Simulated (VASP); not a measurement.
# As2Se: single point with PBE

The system is As2Se.

```xyz
3
Lattice="-1.8965 1.8965 4.6513 1.8965 -1.8965 4.6513 1.8965 1.8965 -4.6513" Properties=species:S:1:pos:R:3 pbc="T T T"
As    0.0000    0.0000    6.6982
As    0.0000    0.0000    2.6044
Se    0.0000    0.0000    0.0000
```

```json
{
 "Program": "VASP 6.6.1",
 "Task": "single point",
 "Functional": "PBE",
 "Potentials or basis": "VASP PAW PBE potentials, release 64 (As, Se)",
 "Cutoff": "520 eV",
 "k mesh": "6 × 6 × 6",
 "Occupations": "gaussian, width 0.1 eV",
 "Spin": "no spin polarisation"
}
```

The pressure is 0.2 GPa, the largest force is 0.016 eV/Å and the band gap on the k mesh is zero (band 8 reaches 5.21 eV, above the bottom of band 9 at 3.72 eV).

Forces on the atoms (eV/Å):
```
As   0.000  0.000  0.016
As   0.000  0.000 -0.016
Se   0.000  0.000  0.000
```

Stress tensor (GPa, compression positive):
```
0.27 0.00 0.00
0.00 0.27 0.00
0.00 0.00 0.07
```

Levels at points of the mesh, in eV from the Fermi level:
```
           k point  band 5  band 6  band 7  band 8  band 9  band 10  band 11  band 12
(0.00, 0.00, 0.00)   -3.02   -3.02   -0.97   -0.97   -0.43     4.04     4.63     4.63
(0.50, 0.00, 0.00)   -1.62   -1.42   -1.00   -0.56   -0.02     0.62     0.75     4.29
(0.50, 0.50, 0.00)   -5.67   -3.48   -3.05   -0.99   -0.82     3.47     4.00     5.83
(0.50, 0.50, 0.50)   -3.69   -1.67   -0.90    0.62    0.62     2.53     3.30     4.70
```

Run time: 31 s on 1 thread of Intel(R) Xeon(R) Platinum 8259CL CPU @ 2.50GHz (Skylake/Cascade Lake), on a shared host, peak memory 0.24 GiB.

Caveat: the k points lie up to 0.39 Å⁻¹ apart.
